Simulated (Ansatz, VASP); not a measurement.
## CaBr: VASP beside Ansatz

```
Ca Br
1.0
     4.08415    0.00000    0.00000
    -2.04207    3.53698    0.00000
     0.00000    0.00000    9.67213
Ca Br
2 2
Direct
  0.33333 0.66667 0.34051
  0.66667 0.33333 0.84051
  0.33333 0.66667 0.03449
  0.66667 0.33333 0.53449
```

Alike in both runs: task single point; functional PBE; k mesh 7 × 7 × 3; no spin polarisation.

|  | VASP | Ansatz |
| --- | --- | --- |
| version | VASP 6.6.1 | Ansatz 0.2.0 |
| potentials or method | VASP PAW PBE potentials, release 64 (Ca_sv, Br), cutoff 520 eV | plane waves, PAW |
| occupations | methfessel-paxton of order 1, width 0.05 eV | cold, width 0.05 eV |
| valence electrons in the cell | 34 | 34 |

|  | VASP | Ansatz | Ansatz less VASP |
| --- | --- | --- | --- |
| pressure (GPa) | 0.5 | 0.5 | -0.05 |
| traceless stress, the component that is largest in VASP (GPa) | 0.48 | 0.45 | -0.030 |
| rms of the force components (eV/Å) | 0.090 | 0.089 | -0.0004 |

Atom by atom the forces differ by 0.000 eV/Å (rms over components).
